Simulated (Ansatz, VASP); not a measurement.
## Sb in VASP and in Ansatz

The input INCAR:

```
SYSTEM = Sb
PREC = Accurate
ENCUT = 400
EDIFF = 1E-8
ISMEAR = -1
SIGMA = 0.05
LREAL = .False.
LASPH = .True.
NELM = 120
ALGO = Normal
ISIF = 2
LWAVE = .False.
LCHARG = .False.
GGA = PS
LEFG = .True.
NBANDS = 22
GGA_COMPAT = .False.
```

KPOINTS

```
Automatic mesh
0
Gamma
  9 9 9
  0 0 0
```

POSCAR

```
Sb
1.0
    2.1506003320      1.2416496806      3.7440000000
   -2.1506003320      1.2416496806      3.7440000000
    0.0000000000     -2.4832993611      3.7440000000
Sb
2
Direct
    0.2336400000      0.2336400000      0.2336400000
    0.7663600000      0.7663600000      0.7663600000
```

Input for Ansatz:

```yaml
crystal:
  lattice:
    - [2.150600332, 1.2416496806, 3.744]
    - [-2.150600332, 1.2416496806, 3.744]
    - [0.0, -2.4832993611, 3.744]
  atoms:
    - { symbol: Sb, position: [0.23364, 0.23364, 0.23364] }
    - { symbol: Sb, position: [0.76636, 0.76636, 0.76636] }
kpoints:
  mp_grid: { grid: [9, 9, 9] }
  band_path:
    path:
      - [0.0, 0.0, 0.0]
      - [0.5, 0.5, 0.5]
      - [0.7600111779, 0.2399888221, 0.5]
      - [0.5, -0.2399888221, 0.2399888221]
      - [0.5, 0.0, 0.0]
      - [0.0, 0.0, 0.0]
      - [0.369994411, -0.369994411, 0.0]
      - [0.630005589, 0.0, 0.369994411]
      - [0.5, 0.0, 0.5]
    npoints: 5
scf:
  occupations: { method: fermi_dirac, width: 0.05 }
hamiltonian:
  xc: pbesol
  pseudopotentials: { kind: paw }
output:
  forces: true
  stress: true
  eigenvalues: true
  efg: { contact_densities: true }
  write_density: true
  write_potential: true
  elf: true
  volumetric_format: npy
```

Alike in both runs: task electric field gradients; functional PBEsol; k mesh 9 × 9 × 9; occupations fermi-dirac, width 0.05 eV; no spin polarisation.

```csv
,VASP,Ansatz
version,VASP 6.6.1,Ansatz 0.2.0
potentials or method,"VASP PAW PBE potentials, release 64 (Sb_d_GW)","PAW with Ansatz's default frozen-core files, scalar-relativistic"
plane-wave cutoff (eV),400,420
valence electrons in the cell,30,30
```

Ansatz gave:

```
pressure (GPa)                                                : 0.4
traceless stress, the component that is largest in VASP (GPa) : -0.33
rms of the force components (eV/Å)                            : 0.083
size of Vzz on the site where it differs most (V/Å²)          : 47.1
```

Q: What did VASP give for the same quantities?

A: Pressure (GPa): 0.1; traceless stress, the component that is largest in VASP (GPa): -0.33; rms of the force components (eV/Å): 0.084; size of Vzz on the site where it differs most (V/Å²): 45.6.

VASP's potentials were made for PBE, not for PBEsol. Atom by atom the forces differ by 0.001 eV/Å (rms over components).

Spin-orbit coupling is off throughout.
